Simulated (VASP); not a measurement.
# TiTe2 (P-3m1) in VASP: a series of runs

The runs below take TiTe2 through single point, with BLYP, PBE.

Program: VASP 6.6.1. These are calculated values, not measurements. Logs are shortened: lines on timing, memory, paths and dates and some standing lists are left out, and cuts for length are marked.

### 1 The cell of the first run

Symmetry: P-3m1, No. 164, trigonal system. Conventional cell: a = 3.777 Å, b = 3.777 Å, c = 6.498 Å, α = 90.00°, β = 90.00°, γ = 120.00°. Te (site symmetry 3m) has 3 Ti at 2.77 Å and 9 Te at 3.78 Å within 3.8 Å. Within 3.8 Å of Ti (site symmetry -3m) lie 6 Te at 2.77 Å and 6 Ti at 3.78 Å.

### 2 Single point, BLYP

Contents of INCAR:

```
SYSTEM = TiTe2
  AGGAC = 1.0
  AGGAX = 1.0
  ALDAC = 0.0
  ALDAX = 1.0
  ALGO = Normal
  EDIFF = 1E-6
  ENCUT = 520
  GGA = B5
  ISIF = 2
  ISMEAR = -1
  LASPH = .TRUE.
  LCHARG = .FALSE.
  LREAL = .FALSE.
  LWAVE = .FALSE.
  NBANDS = 19
  NELM = 100
  PREC = Accurate
  SIGMA = 0.05
```

Contents of KPOINTS:

```
k-points
0
G
  8 8 4
  0 0 0
```

Contents of POSCAR:

```
TiTe2
1.0
    3.7770000000      0.0000000000      0.0000000000
   -1.8885000000      3.2709779501      0.0000000000
    0.0000000000      0.0000000000      6.4980000000
Te Ti
2 1
Direct
    0.3333333333      0.6666666667      0.7372000000
    0.6666666667      0.3333333333      0.2628000000
    0.0000000000      0.0000000000      0.0000000000
```

Potentials or basis: VASP PAW PBE potentials, release 64 (Te, Ti_sv).

Command:

```console
$ cat potpaw_PBE.64/Te/POTCAR potpaw_PBE.64/Ti_sv/POTCAR > POTCAR
$ mpirun -np 1 vasp_std > vasp.out
```

OUTCAR:

```text
SYSTEM = TiTe2
   EDIFF = 1E-6
   ENCUT = 520
   GGA = B5
   ISIF = 2
   ISMEAR = -1
   LASPH = .TRUE.
   LREAL = .FALSE.
   NELM = 100
   PREC = Accurate

 ion  position               nearest neighbor table
   1  0.333  0.667  0.737-   3 2.77   3 2.77   3 2.77
   2  0.667  0.333  0.263-   3 2.77   3 2.77   3 2.77
   3  0.000  0.000  0.000-   1 2.77   2 2.77   2 2.77   1 2.77   2 2.77   1 2.77

  LATTYP: Found a hexagonal cell.
 ALAT       =     3.7770000000
 C/A-ratio  =     1.7204130262

  Lattice vectors:

 A1 = (   3.7770000000,   0.0000000000,   0.0000000000)
 A2 = (  -1.8885000000,   3.2709779501,   0.0000000000)
 A3 = (   0.0000000000,   0.0000000000,   6.4980000000)

Analysis of symmetry for initial positions (statically):
=====================================================================
 Subroutine PRICEL returns:
 Original cell was already a primitive cell.

 Routine SETGRP: Setting up the symmetry group for a
 hexagonal supercell.

 Subroutine GETGRP returns: Found 12 space group operations
 (whereof 12 operations were pure point group operations)
 out of a pool of 24 trial point group operations.

The static configuration has the point symmetry D_3d.

Analysis of symmetry for dynamics (positions and initial velocities):
=====================================================================
 Subroutine PRICEL returns:
 Original cell was already a primitive cell.

 Routine SETGRP: Setting up the symmetry group for a
 hexagonal supercell.

 Subroutine GETGRP returns: Found 12 space group operations
 (whereof 12 operations were pure point group operations)
 out of a pool of 24 trial point group operations.

The dynamic configuration has the point symmetry D_3d.

 Subroutine INISYM returns: Found 12 space group operations
 (whereof 12 operations are pure point group operations),
 and found     1 'primitive' translations

----------------------------------------------------------------------------------------

                                     Primitive cell

  volume of cell :      80.2794

  direct lattice vectors                    reciprocal lattice vectors
     3.777000000  0.000000000  0.000000000     0.264760392  0.152859484  0.000000000
    -1.888500000  3.270977950  0.000000000     0.000000000  0.305718967  0.000000000
     0.000000000  0.000000000  6.498000000     0.000000000  0.000000000  0.153893506

  length of vectors
     3.777000000  3.777000000  6.498000000     0.305718967  0.305718967  0.153893506

  position of ions in fractional coordinates (direct lattice)
     0.333333333  0.666666667  0.737200000
     0.666666667  0.333333333  0.262800000
     0.000000000  0.000000000  0.000000000

  ion indices of the primitive-cell ions
   primitive index   ion index
                 1           1
                 2           2
                 3           3

----------------------------------------------------------------------------------------

 KPOINTS: k-points

Automatic generation of k-mesh.
 Grid dimensions read from file:
 generate k-points for:    8    8    4

 Generating k-lattice:

  Cartesian coordinates                     Fractional coordinates (reciprocal lattice)
     0.033095049  0.019107435  0.000000000     0.125000000 -0.000000000  0.000000000
     0.000000000  0.038214871  0.000000000     0.000000000  0.125000000  0.000000000
     0.000000000  0.000000000  0.038473376     0.000000000  0.000000000  0.250000000

  Length of vectors
     0.038214871  0.038214871  0.038473376

  Shift w.r.t. Gamma in fractional coordinates (k-lattice)
     0.000000000  0.000000000  0.000000000

 Subroutine IBZKPT returns following result:
 ===========================================

 Found     35 irreducible k-points:

 Following reciprocal coordinates:
            Coordinates               Weight
  0.000000  0.000000  0.000000      1.000000
  0.125000  0.000000  0.000000      6.000000
  0.250000  0.000000  0.000000      6.000000
  0.375000  0.000000  0.000000      6.000000
  0.500000  0.000000  0.000000      3.000000
  0.125000  0.125000  0.000000      6.000000
[... 16 lines left out ...]
 -0.125000  0.500000  0.250000     12.000000
  0.250000  0.250000  0.250000     12.000000
 [... further k-points ...]
   k-points           NKPTS =     35   k-points in BZ     NKDIM =     35   number of bands    NBANDS=     19
   number of dos      NEDOS =    301   number of ions     NIONS =      3
   total plane-waves  NPLWV =  37632
   dimension x,y,z NGX =    28 NGY =   28 NGZ =   48
   dimension x,y,z NGXF=    56 NGYF=   56 NGZF=   96
   ions per type =               2   1
   NGX,Y,Z   is equivalent  to a cutoff of  12.32, 12.32, 12.28 a.u.
   NGXF,Y,Z  is equivalent  to a cutoff of  24.65, 24.65, 24.56 a.u.
 SYSTEM =  TiTe2
   PREC   = accura    normal or accurate (medium, high low for compatibility)
   ISTART =      0    job   : 0-new  1-cont  2-samecut
   ICHARG =      2    charge: 1-file 2-atom 10-const
   ISPIN  =      1    spin polarized calculation?
   LNONCOLLINEAR =      F non collinear calculations
   LSORBIT =      F    spin-orbit coupling
   LASPH  =      T    aspherical Exc in radial PAW
   ENCUT  =  520.0 eV  38.22 Ry    6.18 a.u.   7.02  7.02 12.08*2*pi/ulx,y,z
   NELM   =    100;   NELMIN=  2; NELMDL= -5     # of ELM steps
   EDIFF  = 0.1E-05   stopping-criterion for ELM
   LREAL  =      F    real-space projection
   EDIFFG = 0.1E-04   stopping-criterion for IOM
   NSW    =      0    number of steps for IOM
   IBRION =     -1    ionic relax: 0-MD 1-quasi-New 2-CG
   NFREE  =      0    steps in history (QN), initial steepest desc. (CG)
   ISIF   =      2    stress and relaxation
   ISYM   =      2    0-nonsym 1-usesym 2-fastsym
   POTIM  = 0.5000    time-step for ionic-motion
   TEBEG  =    0.0;   TEEND  =   0.0 temperature during run
   PSTRESS=    0.0 pullay stress
   NELECT =      24.0000    total number of electrons
   NUPDOWN=      -1.0000    fix difference up-down
   EMIN   =  10.00;   EMAX   =-10.00  energy-range for DOS
   EFERMI =   0.00;   METHOD = LEGACY
   ISMEAR =    -1;   SIGMA  =   0.05  broadening in eV -4-tet -1-fermi 0-gaus
   EFERMI_NEDOS =   21; number of points for ismear=-14 and -15
   IALGO  =     38    algorithm
   IMIX   =      4    mixing-type and parameters
     AMIX     =   0.40;   BMIX     =  1.00
     AMIX_MAG =   1.60;   BMIX_MAG =  1.00
  volume/ion in A,a.u.               =      26.76       180.58
  Fermi-wavevector in a.u.,A,eV,Ry     =   1.094655  2.068597 16.303438  1.198269
  Thomas-Fermi vector in A             =   2.230964
   LORBIT       =      0    0 simple, 1 ext, 2 COOP (PROOUT), +10 PAW based schemes
   GGA     = B5    functional components
   LHFCALC =     F    Hartree Fock is set to
   AEXX    =    0.0000 exact exchange contribution
   IVDW    =     0    specifies the selected vdW correction
   LEPSILON=     F    determine dielectric tensor
   LRPA    =     F    only Hartree local field effects (RPA)
 non-spin polarized calculation
  energy-cutoff  :      520.00
  volume of cell :       80.28
 maximum number of plane-waves:      2176
   NGX = 13   NGY = 13   NGZ = 25

 number of electron      23.9999998 magnetization

 Free energy of the ion-electron system (eV)
  ---------------------------------------------------
  ext. energy  EPLUGINS =         0.00000000
  ---------------------------------------------------
  free energy    TOTEN  =       -13.87525527 eV

  energy without entropy =      -13.86445244  energy(sigma->0) =      -13.86985386

 E-fermi :   7.2561     XC(G=0):  -9.2368

 val. band max:        7.2365575463   @ k =   0.5000   0.0000   0.2500
 cond. band min:       7.3010742072   @ k =   0.5000   0.0000   0.0000
 fundamental gap:      0.0645166609
 Fermi energy:         7.2560834486

 k-point     1 :       0.0000    0.0000    0.0000
  band No.  band energies     occupation
      1     -50.0208      2.00000
      2     -26.4389      2.00000
      3     -26.4389      2.00000
      4     -26.4014      2.00000
      5      -5.1150      2.00000
      6      -3.6543      2.00000
[... 11 lines left out ...]
     18      12.6710      0.00000
     19      13.4445      0.00000

 k-point     2 :       0.1250    0.0000    0.0000
  band No.  band energies     occupation
      1     -50.0203      2.00000
      2     -26.4450      2.00000
      3     -26.4403      2.00000
      4     -26.4000      2.00000
      5      -4.9466      2.00000
      6      -3.5705      2.00000
[... 11 lines left out ...]
     18      13.5222      0.00000
     19      14.1556      0.00000

 k-point     3 :       0.2500    0.0000    0.0000
  band No.  band energies     occupation
      1     -50.0193      2.00000
      2     -26.4597      2.00000
      3     -26.4437      2.00000
      4     -26.3966      2.00000
      5      -4.4778      2.00000
      6      -3.3627      2.00000
[... 11 lines left out ...]
     18      13.2230      0.00000
     19      13.9923      0.00000

 k-point     4 :       0.3750    0.0000    0.0000
  band No.  band energies     occupation
      1     -50.0182      2.00000
      2     -26.4743      2.00000
      3     -26.4471      2.00000
      4     -26.3931      2.00000
      5      -3.8459      2.00000
      6      -3.1829      2.00000
[... 11 lines left out ...]
     18      12.9194      0.00000
     19      13.1590      0.00000

 k-point     5 :       0.5000    0.0000    0.0000
  band No.  band energies     occupation
      1     -50.0178      2.00000
      2     -26.4803      2.00000
      3     -26.4484      2.00000
      4     -26.3917      2.00000
      5      -3.4048      2.00000
      6      -3.2280      2.00000
[... 11 lines left out ...]
     18      12.8610      0.00000
     19      13.0256      0.00000
[... 334 lines left out ...]
      2     -26.4678      2.00000
      3     -26.4483      2.00000
      4     -26.3941      2.00000
      5      -3.9435      2.00000
      6      -3.3880      2.00000
[... 11 lines left out ...]
     18      12.9897      0.00000
     19      14.0363      0.00000

 k-point    22 :       0.3750    0.1250    0.2500
  band No.  band energies     occupation
      1     -50.0178      2.00000
      2     -26.4770      2.00000
      3     -26.4518      2.00000
      4     -26.3917      2.00000
      5      -3.4962      2.00000
      6      -3.1280      2.00000
[... 11 lines left out ...]
     18      12.4756      0.00000
     19      13.4828      0.00000

 k-point    23 :      -0.1250    0.5000    0.2500
  band No.  band energies     occupation
      1     -50.0178      2.00000
      2     -26.4770      2.00000
      3     -26.4518      2.00000
      4     -26.3917      2.00000
      5      -3.4038      2.00000
      6      -3.2376      2.00000
[... 11 lines left out ...]
     18      12.2492      0.00000
     19      13.7469      0.00000

 k-point    24 :       0.2500    0.2500    0.2500
  band No.  band energies     occupation
      1     -50.0178      2.00000
      2     -26.4724      2.00000
      3     -26.4564      2.00000
      4     -26.3917      2.00000
      5      -3.4908      2.00000
      6      -3.1584      2.00000
[... 11 lines left out ...]
     18      12.7072      0.00000
     19      13.4536      0.00000

 [... further k-points ...]
[... 5 lines left out ...]
  --------------------------------------------------------------------------------------
  -------------------------------------------------------------------------------------
  Total        2.8022834      2.8022834      2.4962117      0.0000000      0.0000000      0.0000000
  in kB       55.9265882     55.9265882     49.8181608      0.0000000      0.0000000      0.0000000
  external PRESSURE =      53.8904457 kB  Pullay stress =       0.0000000 kB

 VOLUME and BASIS-vectors are now :
 -----------------------------------------------------------------------------
  energy-cutoff  :      520.00
  volume of cell :       80.28
      direct lattice vectors                 reciprocal lattice vectors
     3.777000000  0.000000000  0.000000000     0.264760392  0.152859484  0.000000000
    -1.888500000  3.270977950  0.000000000     0.000000000  0.305718967  0.000000000
     0.000000000  0.000000000  6.498000000     0.000000000  0.000000000  0.153893506

 POSITION                                       TOTAL-FORCE (eV/Angst)
 -----------------------------------------------------------------------------------
     -0.00000      2.18065      4.79033         0.000000     -0.000000     -0.078996
      1.88850      1.09033      1.70767        -0.000000      0.000000      0.078996
      0.00000      0.00000      0.00000         0.000000      0.000000      0.000000
 -----------------------------------------------------------------------------------
    total drift:                                0.000000     -0.000000     -0.000000

  FREE ENERGIE OF THE ION-ELECTRON SYSTEM (eV)
  ---------------------------------------------------
  free  energy   TOTEN  =       -13.8752552730 eV

  energy  without entropy=      -13.8644524397  energy(sigma->0) =      -13.86985386
```

Wall time 54 s (1 thread of AMD EPYC 9R45 (Zen 5), shared host); peak memory 0.18 GiB.

Results:

```
Free energy            : -13.8753 eV
Pressure               : 5.4 GPa
Largest force          : 0.079 eV/Å
Band gap on the k mesh : zero (bands 12 and 13 overlap by 0.59 eV)
```

Forces on the atoms (eV/Å):
```
Te   0.000  0.000 -0.079
Te   0.000  0.000  0.079
Ti   0.000  0.000  0.000
```

Caveat: the cell stands under pressure; the PAW data sets were made with another functional, which shifts forces and pressure a little; spin-orbit coupling is left out, which moves the levels of the heavy elements; this functional lacks dispersion, which binds layers or chains, so the pressure and a relaxed spacing across them are unreliable.

### 3 Single point, PBE

Contents of INCAR:

```
SYSTEM = TiTe2
PREC = Accurate
ENCUT = 520
EDIFF = 1E-6
ISMEAR = 0
SIGMA = 0.012
LREAL = .False.
LASPH = .True.
NELM = 60
ALGO = Normal
ISIF = 2
LWAVE = .False.
LCHARG = .False.
GGA = PE
NBANDS = 19
```

Contents of KPOINTS:

```
Automatic mesh
0
Gamma
  8 8 4
  0 0 0
```

POSCAR is that of step 2.

Potentials or basis: VASP PAW PBE potentials, release 64 (Te, Ti_sv).

Command:

```console
$ cat potpaw_PBE.64/Te/POTCAR potpaw_PBE.64/Ti_sv/POTCAR > POTCAR
$ mpirun -np 1 vasp_std > vasp.out
```

Wall time 32 s (1 thread of AMD EPYC 9R45 (Zen 5), shared host); peak memory 0.18 GiB.

The run converged. Its results:

```yaml
Free_energy: -16.2090 eV
Pressure: 0.9 GPa
Largest_force: 0.023 eV/Å
Band_gap_on_the_k_mesh: zero (bands 12 and 13 overlap by 0.66 eV)
```

Forces in eV/Å, atoms in the order of the input:
```
Te   0.000  0.000 -0.023
Te   0.000  0.000  0.023
Ti   0.000  0.000  0.000
```

Stress tensor (GPa, compression positive):
```
0.67 0.00 0.00
0.00 0.67 0.00
0.00 0.00 1.28
```

Levels at points of the mesh, in eV from the Fermi level:
```
           k point  band 8  band 9  band 10  band 11  band 12  band 13  band 14  band 15  band 16  band 17
(0.00, 0.00, 0.00)   -1.64   -1.64     0.39     0.43     0.43     0.62     1.11     1.11     3.10     3.10
(0.50, 0.00, 0.00)   -3.65   -2.67    -2.36    -1.72    -1.10     0.06     1.18     1.51     2.44     3.38
(0.00, 0.00, 0.50)   -2.60   -1.57    -1.57     0.42     0.42     0.79     0.79     1.06     3.53     3.53
(0.50, 0.00, 0.50)   -4.50   -2.37    -1.99    -0.94    -0.57    -0.23     1.18     1.49     2.64     3.52
```

Caveat: spin-orbit coupling is left out, which moves the levels of the heavy elements; this functional lacks dispersion, which binds layers or chains, so the pressure and a relaxed spacing across them are unreliable.

(Continued in part 2 of 2.)

The gap in the log of VASP goes by the Fermi energy; the results here count the filled bands.